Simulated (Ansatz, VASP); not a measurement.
**One calculation of Y3PbS2, two programs**

```
Y Pb S
1.0
    -2.04385    3.08612    6.41516
     2.04385   -3.08612    6.41516
     2.04385    3.08612   -6.41516
Y Pb S
3 1 2
Direct
  0.83544 0.33544 0.50000
  0.50000 0.00000 0.50000
  0.16456 0.66456 0.50000
  0.00000 0.00000 0.00000
  0.65879 0.65879 0.00000
  0.34121 0.34121 0.00000
```

Alike in both runs: task single point; functional r2SCAN; k mesh 6 × 6 × 6; occupations gaussian, width 0.1 eV; no spin polarisation.

```csv
,VASP,Ansatz
version,VASP 6.6.1,Ansatz 0.2.0
potentials or method,"VASP PAW PBE potentials, release 64 (Y_sv, Pb_d, S), cutoff 520 eV","scalar-relativistic, plane waves, PAW"
valence electrons in the cell,59,59
```

|  | VASP | Ansatz | Ansatz less VASP |
| --- | --- | --- | --- |
| gap on the k mesh at the Fermi level (eV) | none | none | - |
| pressure (GPa) | -4.3 | -4.2 | +0.05 |
| traceless stress, the component that is largest in VASP (GPa) | 3.67 | 3.67 | -0.007 |
| rms of the force components (eV/Å) | 0.441 | 0.441 | -0.0008 |

VASP's potentials were made for PBE, not for r2SCAN. Atom by atom the forces differ by 0.001 eV/Å (rms over components). A gap of «none» marks a metal or a gap that the smearing closes.

Spin-orbit coupling is off throughout.
